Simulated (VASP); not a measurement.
Write the native input for VASP 6.6.1 that does the following.

```
Task                   : single point
Functional             : LDA
Potentials or basis    : VASP PAW LDA potentials, release 64 (Mg, O)
Cutoff                 : 600 eV
k mesh                 : 10 × 10 × 10
Occupations            : gaussian, width 0.01 eV
Spin                   : no spin polarisation
Dipole correction      : no
Further INCAR settings : ALGO = Normal; EDIFF = 1e-06; NBANDS = 11
```

The structure of MgO (Periclase) lies in POSCAR:

```
MgO
1.0
    0.0000000000      2.0795819350      2.0795819350
    2.0795819350      0.0000000000      2.0795819350
    2.0795819350      2.0795819350      0.0000000000
Mg O
1 1
Direct
    0.0000000000      0.0000000000      0.0000000000
    0.5000000000      0.5000000000      0.5000000000
```

One way to write it, as run:

INCAR

```
SYSTEM = MgO
PREC = Accurate
ENCUT = 600
EDIFF = 1E-6
ISMEAR = 0
SIGMA = 0.01
LREAL = .FALSE.
LASPH = .TRUE.
NELM = 120
ALGO = Normal
ISIF = 2
LWAVE = .FALSE.
LCHARG = .FALSE.
GGA = CA
NBANDS = 11
GGA_COMPAT = .FALSE.
```

KPOINTS

```
regular mesh
0
G
  10 10 10
  0 0 0
```

Potentials or basis: VASP PAW LDA potentials, release 64 (Mg, O).

Command:

```console
$ cat potpaw_LDA.64/Mg/POTCAR potpaw_LDA.64/O/POTCAR > POTCAR
$ mpirun -np 1 vasp_std > vasp.out
```

Results of the run:

```yaml
Pressure: -2.0 GPa
Band_gap_on_the_k_mesh: 5.04 eV, direct
```

It took 8.1 s on 1 thread of Intel(R) Xeon(R) Platinum 8375C CPU @ 2.90GHz (Ice Lake), on a shared host, peak memory 0.13 GiB.
